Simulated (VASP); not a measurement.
Runs of VASP 6.6.1 on Cu. The structure is that of space group Im-3m (No. 229), or close to it. The cells are those of the table. 

```csv
potentials or basis,cell,cutoff (eV),second run,gap on the mesh (eV),pressure (GPa)
"VASP PAW PBE potentials, release 64 (Cu)","a = 2.484 Å, angles 109.0, 109.0, 110.4°, 1 atom",520,-,none,-5.2
"VASP PAW PBE potentials, release 64 (Cu)","a = 2.411 Å, angles 109.0, 109.0, 110.4°, 1 atom",520,-,none,10.5
"VASP PAW PBE potentials, release 64 (Cu)","a = 2.523 Å, angles 107.8, 107.8, 112.8°, 1 atom",520,-,none,(c)
"VASP PAW PBE potentials, release 64 (Cu)","a = 2.424 Å, angles 108.2, 108.2, 112.0°, 1 atom",520,-,none,7.6
"VASP PAW PBE potentials, release 64 (Cu)","a = 2.535 Å, angles 108.2, 108.2, 112.0°, 1 atom",520,-,none,-12.0
"VASP PAW PBE potentials, release 64 (Cu)","a = 2.510 Å, angles 108.6, 108.6, 111.2°, 1 atom",520,-,none,-8.8
"VASP PAW PBE potentials, release 64 (Cu)","a = 2.399 Å, angles 108.6, 108.6, 111.2°, 1 atom",520,-,none,13.9
"VASP PAW PBE potentials, release 64 (Cu)","a = 2.487 Å, angles 107.8, 107.8, 112.8°, 1 atom",520,-,none,-5.1
"VASP PAW PBE potentials, release 64 (Cu)","a = 2.447 Å, angles 109.0, 109.0, 110.4°, 1 atom",520,-,none,(b)
"VASP PAW PBE potentials, release 64 (Cu)","a = 2.436 Å, angles 108.6, 108.6, 111.2°, 1 atom",520,-,none,4.4
"VASP PAW PBE potentials, release 64 (Cu)","a = 2.498 Å, angles 108.2, 108.2, 112.0°, 1 atom",520,-,none,(a)
"VASP PAW PBE potentials, release 64 (Cu_sv_GW)","a = 2.447 Å, angles 109.0, 109.0, 110.4°, 1 atom",700,valence_matched,none,-3.0
```

Alike in all rows: task single point; level PBEsol; no spin polarisation; k mesh 24 × 24 × 24; smearing gaussian 0.15 eV.

Estimate the missing entries.

(a) -7.0; (b) 2.0; (c) -10.4.

Caveats: the PAW data sets were made with another functional, which shifts forces and pressure a little.

A gap of «none» marks levels without a gap at the run's occupations.

The runs don't all hold the same shells in valence.
